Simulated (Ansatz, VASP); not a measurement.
One calculation of MgO, two programs

```
Mg O
1.0
     0.00000    1.79104    2.10711
     2.10711    0.00000    2.10711
     2.10711    1.79104    0.00000
Mg O
1 1
Direct
  0.00000 0.00000 0.00000
  0.50000 0.50000 0.50000
```

Change from the starting cell: strain -0.1500 x Voigt [0, 1, 0, 0, 0, 0], atoms carried along.

Alike in both runs: task single point; functional PBEsol; k mesh 10 × 10 × 10; occupations gaussian, width 0.05 eV; no spin polarisation.

|  | VASP | Ansatz |
| --- | --- | --- |
| version | VASP 6.6.1 | Ansatz 0.2.0 |
| potentials or method | VASP PAW PBE potentials, release 64 (Mg, O), cutoff 520 eV | scalar-relativistic, plane waves, PAW |
| valence electrons in the cell | 8 | 16 |

```csv
,VASP,Ansatz,Ansatz less VASP
gap on the k mesh at the Fermi level (eV),5.91,5.91,-0.006
least direct gap on the mesh (eV),5.91,5.91,-0.006
pressure (GPa),51.6,50.9,-0.76
"traceless stress, the component that is largest in VASP (GPa)",67.40,65.67,-1.724
```

VASP's potentials were made for PBE, not for PBEsol. Both programs put the cell under a high pressure, so it lies far from rest at this level. VASP's potentials hold 8 valence electrons a cell and Ansatz's 16, so a difference there can come from the potentials and not from the codes.
